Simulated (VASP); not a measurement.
Write the native input for VASP 6.6.1 that does the following.

```yaml
Task: single point
Functional: PBE
Potentials_or_basis: VASP PAW PBE potentials, release 64 (Al, N)
Cutoff: 520 eV
k_mesh: 12 × 12 × 6
Occupations: gaussian, width 0.02 eV
Spin: no spin polarisation
Dipole_correction: no
Further_INCAR_settings: ALGO = Normal; EDIFF = 1e-06; NBANDS = 16
```

The structure of AlN lies in POSCAR:

```
AlN
1.0
    3.1302617481      0.0000000000      0.0000000000
   -1.5651308741      2.7108861944      0.0000000000
    0.0000000000      0.0000000000      5.0181316115
Al N
2 2
Direct
    0.3333333333      0.6666666667      0.4967314104
    0.6666666667      0.3333333333      0.9967314104
    0.3333333333      0.6666666667      0.8782685896
    0.6666666667      0.3333333333      0.3782685896
```

The input as run:

INCAR

```
SYSTEM = AlN
PREC = Accurate
ENCUT = 520
EDIFF = 1E-6
ISMEAR = 0
SIGMA = 0.02
LREAL = .FALSE.
LASPH = .TRUE.
NELM = 80
ALGO = Normal
ISIF = 2
LWAVE = .FALSE.
LCHARG = .TRUE.
GGA = PE
LELF = .TRUE.
LVHAR = .TRUE.
NBANDS = 16
```

KPOINTS

```
regular mesh
0
G
  12 12 6
  0 0 0
```

Potentials or basis: VASP PAW PBE potentials, release 64 (Al, N).

Run with:

```console
$ cat potpaw_PBE.64/Al/POTCAR potpaw_PBE.64/N/POTCAR > POTCAR
$ mpirun -np 1 vasp_std > vasp.out
```

It gave:

```yaml
Pressure: -0.3 GPa
Band_gap_on_the_k_mesh: 4.04 eV, direct
```

Run time: 37 s on 1 thread of Intel(R) Xeon(R) Platinum 8259CL CPU @ 2.50GHz (Skylake/Cascade Lake), with other jobs on the host, peak memory 0.18 GiB.
